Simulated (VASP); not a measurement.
# Be (Fm-3m) in VASP: further runs

Be is run at these levels: r2SCAN; tasks: single point.

All numbers are computed with VASP 6.6.1; they aren't measurements. Logs are shortened: lines on timing, memory, paths and dates and some standing lists are left out, and cuts for length are marked.

## (1) The cell of the first run

It takes space group Fm-3m (No. 225, cubic). Conventional cell: a = 3.159 Å, b = 3.159 Å, c = 3.159 Å, α = 90.00°, β = 90.00°, γ = 90.00°. Within 3.0 Å of Be (site symmetry m-3m) lie 12 Be at 2.23 Å.

This isn't the form of Be at room conditions, which is hcp.

## (2) Single point, r2SCAN

POSCAR

```
Be
1.0
    0.0000000000      1.5797401816      1.5797401816
    1.5797401816      0.0000000000      1.5797401816
    1.5797401816      1.5797401816      0.0000000000
Be
1
Direct
    0.0000000000      0.0000000000      0.0000000000
```

INCAR.step1

```
SYSTEM = Be
PREC = Accurate ; ENCUT = 520
ISMEAR = -1 ; SIGMA = 0.1
LREAL = .FALSE. ; LASPH = .TRUE.
NELM = 100 ; NBANDS = 7
GGA = PE ; ALGO = Normal
EDIFF = 1E-4 ; LWAVE = .TRUE.
LCHARG = .FALSE.
```

INCAR.step2

```
SYSTEM = Be
PREC = Accurate ; ENCUT = 520
EDIFF = 1E-6 ; ISMEAR = -1
SIGMA = 0.1 ; LREAL = .FALSE.
LASPH = .TRUE. ; NELM = 100
ALGO = Normal ; ISIF = 2
LWAVE = .FALSE. ; LCHARG = .FALSE.
METAGGA = R2SCAN ; LMIXTAU = .TRUE.
NBANDS = 7 ; ISTART = 1
```

KPOINTS

```
Automatic mesh
0
G
  17 17 17
  0 0 0
```

Potentials or basis: VASP PAW PBE potentials, release 64 (Be).

On the command line:

```bash
$ cat potpaw_PBE.64/Be/POTCAR > POTCAR
$ cp INCAR.step1 INCAR
$ mpirun -np 1 vasp_std > vasp.out
$ cp INCAR.step2 INCAR
$ mpirun -np 1 vasp_std > vasp.out
```

OUTCAR:

```text
SYSTEM = Be
   PREC = Accurate
   ENCUT = 520
   EDIFF = 1E-6
   ISMEAR = -1
   LREAL = .FALSE.
   LASPH = .TRUE.
   NELM = 100
   ISIF = 2
   METAGGA = R2SCAN
   ISTART = 1

 ion  position               nearest neighbor table
   1  0.000  0.000  0.000-

  LATTYP: Found a face centered cubic cell.
 ALAT       =     3.1594803632

  Lattice vectors:

 A1 = (   0.0000000000,   1.5797401816,   1.5797401816)
 A2 = (   1.5797401816,   0.0000000000,   1.5797401816)
 A3 = (   1.5797401816,   1.5797401816,   0.0000000000)

Analysis of symmetry for initial positions (statically):
=====================================================================
 Subroutine PRICEL returns:
 Original cell was already a primitive cell.

 Routine SETGRP: Setting up the symmetry group for a
 face centered cubic supercell.

 Subroutine GETGRP returns: Found 48 space group operations
 (whereof 48 operations were pure point group operations)
 out of a pool of 48 trial point group operations.

The static configuration has the point symmetry O_h .

Analysis of symmetry for dynamics (positions and initial velocities):
=====================================================================
 Subroutine PRICEL returns:
 Original cell was already a primitive cell.

 Routine SETGRP: Setting up the symmetry group for a
 face centered cubic supercell.

 Subroutine GETGRP returns: Found 48 space group operations
 (whereof 48 operations were pure point group operations)
 out of a pool of 48 trial point group operations.

The dynamic configuration has the point symmetry O_h .

 Subroutine INISYM returns: Found 48 space group operations
 (whereof 48 operations are pure point group operations),
 and found     1 'primitive' translations

----------------------------------------------------------------------------------------

                                     Primitive cell

  volume of cell :       7.8847

  direct lattice vectors                    reciprocal lattice vectors
     0.000000000  1.579740182  1.579740182    -0.316507743  0.316507743  0.316507743
     1.579740182  0.000000000  1.579740182     0.316507743 -0.316507743  0.316507743
     1.579740182  1.579740182  0.000000000     0.316507743  0.316507743 -0.316507743

  length of vectors
     2.234089990  2.234089990  2.234089990     0.548207493  0.548207493  0.548207493

  position of ions in fractional coordinates (direct lattice)
     0.000000000  0.000000000  0.000000000

  ion indices of the primitive-cell ions
   primitive index   ion index
                 1           1

----------------------------------------------------------------------------------------

 KPOINTS: Automatic mesh

Automatic generation of k-mesh.
 Grid dimensions read from file:
 generate k-points for:   17   17   17

 Generating k-lattice:

  Cartesian coordinates                     Fractional coordinates (reciprocal lattice)
    -0.018618103  0.018618103  0.018618103     0.058823529  0.000000000  0.000000000
     0.018618103 -0.018618103  0.018618103     0.000000000  0.058823529  0.000000000
     0.018618103  0.018618103 -0.018618103     0.000000000  0.000000000  0.058823529

  Length of vectors
     0.032247500  0.032247500  0.032247500

  Shift w.r.t. Gamma in fractional coordinates (k-lattice)
     0.000000000  0.000000000  0.000000000

 Subroutine IBZKPT returns following result:
 ===========================================

 Found    165 irreducible k-points:

 Following reciprocal coordinates:
            Coordinates               Weight
  0.000000  0.000000  0.000000      1.000000
  0.058824  0.000000  0.000000      8.000000
  0.117647  0.000000  0.000000      8.000000
  0.176471  0.000000  0.000000      8.000000
  0.235294  0.000000  0.000000      8.000000
  0.294118  0.000000  0.000000      8.000000
[... 16 lines left out ...]
 -0.176471  0.058824  0.000000     24.000000
 -0.117647  0.058824  0.000000     24.000000
 [... further k-points ...]
   k-points           NKPTS =    165   k-points in BZ     NKDIM =    165   number of bands    NBANDS=      7
   number of dos      NEDOS =    301   number of ions     NIONS =      1
   total plane-waves  NPLWV =   5832
   dimension x,y,z NGX =    18 NGY =   18 NGZ =   18
   dimension x,y,z NGXF=    36 NGYF=   36 NGZF=   36
   ions per type =               1
   NGX,Y,Z   is equivalent  to a cutoff of  13.39, 13.39, 13.39 a.u.
   NGXF,Y,Z  is equivalent  to a cutoff of  26.79, 26.79, 26.79 a.u.
 SYSTEM =  Be
   PREC   = accura    normal or accurate (medium, high low for compatibility)
   ISTART =      1    job   : 0-new  1-cont  2-samecut
   ICHARG =      0    charge: 1-file 2-atom 10-const
   ISPIN  =      1    spin polarized calculation?
   LNONCOLLINEAR =      F non collinear calculations
   LSORBIT =      F    spin-orbit coupling
   LASPH  =      T    aspherical Exc in radial PAW
   ENCUT  =  520.0 eV  38.22 Ry    6.18 a.u.   4.15  4.15  4.15*2*pi/ulx,y,z
   NELM   =    100;   NELMIN=  2; NELMDL=  0     # of ELM steps
   EDIFF  = 0.1E-05   stopping-criterion for ELM
   LREAL  =      F    real-space projection
   EDIFFG = 0.1E-04   stopping-criterion for IOM
   NSW    =      0    number of steps for IOM
   IBRION =     -1    ionic relax: 0-MD 1-quasi-New 2-CG
   NFREE  =      0    steps in history (QN), initial steepest desc. (CG)
   ISIF   =      2    stress and relaxation
   ISYM   =      2    0-nonsym 1-usesym 2-fastsym
   POTIM  = 0.5000    time-step for ionic-motion
   TEBEG  =    0.0;   TEEND  =   0.0 temperature during run
   PSTRESS=    0.0 pullay stress
   NELECT =       2.0000    total number of electrons
   NUPDOWN=      -1.0000    fix difference up-down
   EMIN   =  10.00;   EMAX   =-10.00  energy-range for DOS
   EFERMI =   0.00;   METHOD = LEGACY
   ISMEAR =    -1;   SIGMA  =   0.10  broadening in eV -4-tet -1-fermi 0-gaus
   EFERMI_NEDOS =   21; number of points for ismear=-14 and -15
   IALGO  =     38    algorithm
   IMIX   =      4    mixing-type and parameters
     AMIX     =   0.40;   BMIX     =  1.00
     AMIX_MAG =   1.60;   BMIX_MAG =  1.00
  volume/ion in A,a.u.               =       7.88        53.21
  Fermi-wavevector in a.u.,A,eV,Ry     =   1.036309  1.958340 14.611784  1.073936
  Thomas-Fermi vector in A             =   2.170693
   LORBIT       =      0    0 simple, 1 ext, 2 COOP (PROOUT), +10 PAW based schemes
   METAGGA = R2SCAN    functional components
   LHFCALC =     F    Hartree Fock is set to
   AEXX    =    0.0000 exact exchange contribution
   IVDW    =     0    specifies the selected vdW correction
   LEPSILON=     F    determine dielectric tensor
   LRPA    =     F    only Hartree local field effects (RPA)
 non-spin polarized calculation
  energy-cutoff  :      520.00
  volume of cell :        7.88
 maximum number of plane-waves:       222
 NGX is ok and might be reduce to    18
   NGX =  9   NGY =  9   NGZ =  9

 number of electron       2.0000000 magnetization

 Free energy of the ion-electron system (eV)
  ---------------------------------------------------
  ext. energy  EPLUGINS =         0.00000000
  ---------------------------------------------------
  free energy    TOTEN  =        -4.25694309 eV

  energy without entropy =       -4.25291480  energy(sigma->0) =       -4.25492894

 E-fermi :   7.6105     XC(G=0): -11.2718

 val. band max:        7.5571131137   @ k =  -0.3529   0.3529   0.0000
 cond. band min:       7.6522028317   @ k =  -0.4706   0.0588   0.0000
 fundamental gap:      0.0950897180
 Fermi energy:         7.6105260385

 k-point     1 :       0.0000    0.0000    0.0000
  band No.  band energies     occupation
      1      -5.1069      2.00000
      2      28.7445      0.00000
      3      28.7445      0.00000
      4      28.7445      0.00000
      5      38.1835      0.00000
      6      38.1835      0.00000
      7      38.1835      0.00000

 k-point     2 :       0.0588    0.0000    0.0000
  band No.  band energies     occupation
      1      -4.9829      2.00000
      2      27.6879      0.00000
      3      28.5206      0.00000
      4      28.5206      0.00000
      5      36.9791      0.00000
      6      38.6026      0.00000
      7      38.6026      0.00000

 k-point     3 :       0.1176    0.0000    0.0000
  band No.  band energies     occupation
      1      -4.6110      2.00000
      2      25.0130      0.00000
      3      27.9738      0.00000
      4      27.9738      0.00000
      5      36.4625      0.00000
      6      39.5919      0.00000
      7      39.5919      0.00000

 k-point     4 :       0.1765    0.0000    0.0000
  band No.  band energies     occupation
      1      -3.9920      2.00000
      2      21.6868      0.00000
      3      27.3242      0.00000
      4      27.3242      0.00000
      5      36.8241      0.00000
      6      40.1903      0.00000
      7      40.1903      0.00000

 k-point     5 :       0.2353    0.0000    0.0000
  band No.  band energies     occupation
      1      -3.1289      2.00000
      2      18.2845      0.00000
      3      26.7230      0.00000
      4      26.7230      0.00000
      5      37.5899      0.00000
      6      39.3488      0.00000
      7      39.3488      0.00000
[... 161 lines left out ...]
 k-point    22 :      -0.2353    0.0588    0.0000
  band No.  band energies     occupation
      1      -2.6754      2.00000
      2      17.2203      0.00000
      3      24.8462      0.00000
      4      27.5169      0.00000
      5      36.9148      0.00000
      6      38.1939      0.00000
      7      39.0913      0.00000

 k-point    23 :      -0.1765    0.0588    0.0000
  band No.  band energies     occupation
      1      -3.6197      2.00000
      2      20.5626      0.00000
      3      25.3696      0.00000
      4      28.1446      0.00000
      5      36.6881      0.00000
      6      39.3970      0.00000
      7      39.9693      0.00000

 k-point    24 :      -0.1176    0.0588    0.0000
  band No.  band energies     occupation
      1      -4.3214      2.00000
      2      23.9092      0.00000
      3      26.0837      0.00000
      4      28.6402      0.00000
      5      36.1124      0.00000
      6      39.3135      0.00000
      7      41.1462      0.00000

 [... further k-points ...]

------------------------ aborting loop because EDIFF is reached ----------------------------------------

  FORCE on cell =-STRESS in cart. coord.  units (eV):
  Direction    XX          YY          ZZ          XY          YZ          ZX
  --------------------------------------------------------------------------------------
  -------------------------------------------------------------------------------------
  Total        0.0092712      0.0092712      0.0092712     -0.0000000      0.0000000      0.0000000
  in kB        1.8839099      1.8839099      1.8839099     -0.0000000      0.0000000      0.0000000
  external PRESSURE =       1.8839099 kB  Pullay stress =       0.0000000 kB

 VOLUME and BASIS-vectors are now :
 -----------------------------------------------------------------------------
  energy-cutoff  :      520.00
  volume of cell :        7.88
      direct lattice vectors                 reciprocal lattice vectors
     0.000000000  1.579740182  1.579740182    -0.316507743  0.316507743  0.316507743
     1.579740182  0.000000000  1.579740182     0.316507743 -0.316507743  0.316507743
     1.579740182  1.579740182  0.000000000     0.316507743  0.316507743 -0.316507743

 POSITION                                       TOTAL-FORCE (eV/Angst)
 -----------------------------------------------------------------------------------
      0.00000      0.00000      0.00000         0.000000      0.000000      0.000000
 -----------------------------------------------------------------------------------
    total drift:                                0.000000     -0.000000     -0.000000

  FREE ENERGIE OF THE ION-ELECTRON SYSTEM (eV)
  ---------------------------------------------------
  free  energy   TOTEN  =        -4.2569430883 eV

  energy  without entropy=       -4.2529148004  energy(sigma->0) =       -4.25492894
```

Run time: 44 s. Hardware: 1 thread of AMD EPYC 7R13, shared host; peak memory 0.09 GiB.

Results:

| Property | Result |
| --- | --- |
| Free energy | -4.2569 eV |
| Pressure | 0.2 GPa |
| Band gap on the k mesh | zero (bands 1 and 2 overlap by 0.20 eV) |

Caveat: the PAW data sets were made with another functional, which shifts forces and pressure a little.

## (3) Single point, r2SCAN (6.94 Å³/atom)

This run uses another cell than the first one, of 6.94 Å³/atom.

POSCAR

```
Be
1.0
    0.0000000000      1.5138396950      1.5138396950
    1.5138396950      0.0000000000      1.5138396950
    1.5138396950      1.5138396950      0.0000000000
Be
1
Direct
    0.0000000000      0.0000000000      0.0000000000
```

INCAR.step1

```
SYSTEM = Be
  PREC = Accurate
  ENCUT = 520
  ISMEAR = -1
  SIGMA = 0.1
  LREAL = .FALSE.
  LASPH = .TRUE.
  NELM = 100
  NBANDS = 7
  GGA = PE
  ALGO = Normal
  EDIFF = 1E-4
  LWAVE = .TRUE.
  LCHARG = .FALSE.
```

INCAR.step2

```
SYSTEM = Be
  PREC = Accurate
  ENCUT = 520
  EDIFF = 1E-6
  ISMEAR = -1
  SIGMA = 0.1
  LREAL = .FALSE.
  LASPH = .TRUE.
  NELM = 100
  ALGO = Normal
  ISIF = 2
  LWAVE = .FALSE.
  LCHARG = .FALSE.
  METAGGA = R2SCAN
  LMIXTAU = .TRUE.
  NBANDS = 7
  ISTART = 1
```

KPOINTS

```
Automatic mesh
0
G
  19 19 19
  0 0 0
```

Potentials or basis: VASP PAW PBE potentials, release 64 (Be).

On the command line:

```bash
$ cat potpaw_PBE.64/Be/POTCAR > POTCAR
$ cp INCAR.step1 INCAR
$ mpirun -np 1 vasp_std > vasp.out
$ cp INCAR.step2 INCAR
$ mpirun -np 1 vasp_std > vasp.out
```

Run time: 56 s. Hardware: 1 thread of AMD EPYC 7R13, shared host; peak memory 0.09 GiB.

The run converged. Its results:

```
Free energy            : -4.2055 eV
Pressure               : 19.5 GPa
Band gap on the k mesh : zero (bands 1 and 2 overlap by 0.80 eV)
```

Levels at points of the mesh, in eV from the Fermi level:
| k point | band 1 | band 2 | band 3 | band 4 |
| --- | --- | --- | --- | --- |
| (0.00, 0.00, 0.00) | -13.67 | 23.13 | 23.13 | 23.13 |

Caveat: the cell stands under pressure; the PAW data sets were made with another functional, which shifts forces and pressure a little.

## (4) Single point, r2SCAN (7.25 Å³/atom)

This run uses another cell than the first one, of 7.25 Å³/atom.

POSCAR

```
Be
1.0
    0.0000000000      1.5364376489      1.5364376489
    1.5364376489      0.0000000000      1.5364376489
    1.5364376489      1.5364376489      0.0000000000
Be
1
Direct
    0.0000000000      0.0000000000      0.0000000000
```

INCAR.step1

```
SYSTEM = Be
PREC = Accurate ; ENCUT = 520
ISMEAR = -1 ; SIGMA = 0.1
LREAL = .FALSE. ; LASPH = .TRUE.
NELM = 80 ; NBANDS = 7
GGA = PE ; ALGO = Normal
EDIFF = 1E-4 ; LWAVE = .TRUE.
LCHARG = .FALSE.
```

INCAR.step2

```
SYSTEM = Be
PREC = Accurate ; ENCUT = 520
EDIFF = 1E-6 ; ISMEAR = -1
SIGMA = 0.1 ; LREAL = .FALSE.
LASPH = .TRUE. ; NELM = 80
ALGO = Normal ; ISIF = 2
LWAVE = .FALSE. ; LCHARG = .FALSE.
METAGGA = R2SCAN ; LMIXTAU = .TRUE.
NBANDS = 7 ; ISTART = 1
```

KPOINTS

```
regular mesh
0
G
  19 19 19
  0 0 0
```

Potentials or basis: VASP PAW PBE potentials, release 64 (Be).

On the command line:

```bash
$ cat potpaw_PBE.64/Be/POTCAR > POTCAR
$ cp INCAR.step1 INCAR
$ mpirun -np 1 vasp_std > vasp.out
$ cp INCAR.step2 INCAR
$ mpirun -np 1 vasp_std > vasp.out
```

OUTCAR:

```text
SYSTEM = Be
   PREC = Accurate
   ENCUT = 520
   EDIFF = 1E-6
   ISMEAR = -1
   LREAL = .FALSE.
   LASPH = .TRUE.
   NELM = 80
   ISIF = 2
   METAGGA = R2SCAN
   ISTART = 1

 ion  position               nearest neighbor table
   1  0.000  0.000  0.000-

  LATTYP: Found a face centered cubic cell.
 ALAT       =     3.0728752978

  Lattice vectors:

 A1 = (   0.0000000000,   1.5364376489,   1.5364376489)
[... 417 lines left out ...]
      5      38.9501      0.00000
      6      39.9310      0.00000
      7      41.9817      0.00000

 [... further k-points ...]

------------------------ aborting loop because EDIFF is reached ----------------------------------------

  FORCE on cell =-STRESS in cart. coord.  units (eV):
  Direction    XX          YY          ZZ          XY          YZ          ZX
  --------------------------------------------------------------------------------------
  -------------------------------------------------------------------------------------
  Total        0.5359201      0.5359201      0.5359201     -0.0000000      0.0000000      0.0000000
  in kB      118.3684180    118.3684180    118.3684180     -0.0000000      0.0000000      0.0000000
  external PRESSURE =     118.3684180 kB  Pullay stress =       0.0000000 kB

 VOLUME and BASIS-vectors are now :
 -----------------------------------------------------------------------------
  energy-cutoff  :      520.00
  volume of cell :        7.25
      direct lattice vectors                 reciprocal lattice vectors
     0.000000000  1.536437649  1.536437649    -0.325428110  0.325428110  0.325428110
     1.536437649  0.000000000  1.536437649     0.325428110 -0.325428110  0.325428110
     1.536437649  1.536437649  0.000000000     0.325428110  0.325428110 -0.325428110

 POSITION                                       TOTAL-FORCE (eV/Angst)
 -----------------------------------------------------------------------------------
      0.00000      0.00000      0.00000        -0.000000     -0.000000      0.000000
 -----------------------------------------------------------------------------------
    total drift:                                0.000000      0.000000      0.000000

  FREE ENERGIE OF THE ION-ELECTRON SYSTEM (eV)
  ---------------------------------------------------
  free  energy   TOTEN  =        -4.2361085641 eV

  energy  without entropy=       -4.2339965398  energy(sigma->0) =       -4.23505255
```

OUTCAR.step1:

```text
SYSTEM = Be
   PREC = Accurate
   ENCUT = 520
   ISMEAR = -1
   LREAL = .FALSE.
   LASPH = .TRUE.
[... 456 lines left out ...]
 -----------------------------------------------------------------------------------
      0.00000      0.00000      0.00000        -0.000000      0.000000      0.000000
 -----------------------------------------------------------------------------------
    total drift:                                0.000000     -0.000000      0.000000

  FREE ENERGIE OF THE ION-ELECTRON SYSTEM (eV)
  ---------------------------------------------------
  free  energy   TOTEN  =        -3.6669646008 eV

  energy  without entropy=       -3.6647884520  energy(sigma->0) =       -3.66587653
```

Run time: 47 s. Hardware: 1 thread of AMD EPYC 7R13, shared host; peak memory 0.09 GiB.

Results:

```
Free energy            : -4.2361 eV
Pressure               : 11.8 GPa
Band gap on the k mesh : zero (bands 1 and 2 overlap by 0.77 eV)
```

Caveat: the cell stands under pressure; the PAW data sets were made with another functional, which shifts forces and pressure a little.

## (5) The runs side by side

| cell | k mesh | gap on the mesh (eV) | pressure (GPa) |
| --- | --- | --- | --- |
| a = 2.234 Å, angles 60.0°, 1 atom | 17 × 17 × 17 | none | 0.2 |
| a = 2.141 Å, angles 60.0°, 1 atom | 19 × 19 × 19 | none | 19.5 |
| a = 2.173 Å, angles 60.0°, 1 atom | 19 × 19 × 19 | none | 11.8 |

Alike in all rows: task single point; level r2SCAN; potentials or basis VASP PAW PBE potentials, release 64 (Be); no spin polarisation; cutoff (eV) 520; smearing fermi-dirac 0.1 eV.

Caveats: the PAW data sets were made with another functional, which shifts forces and pressure a little; the cell stands under pressure (at least some runs).

Absolute energies hang on the potentials; compare differences alone.
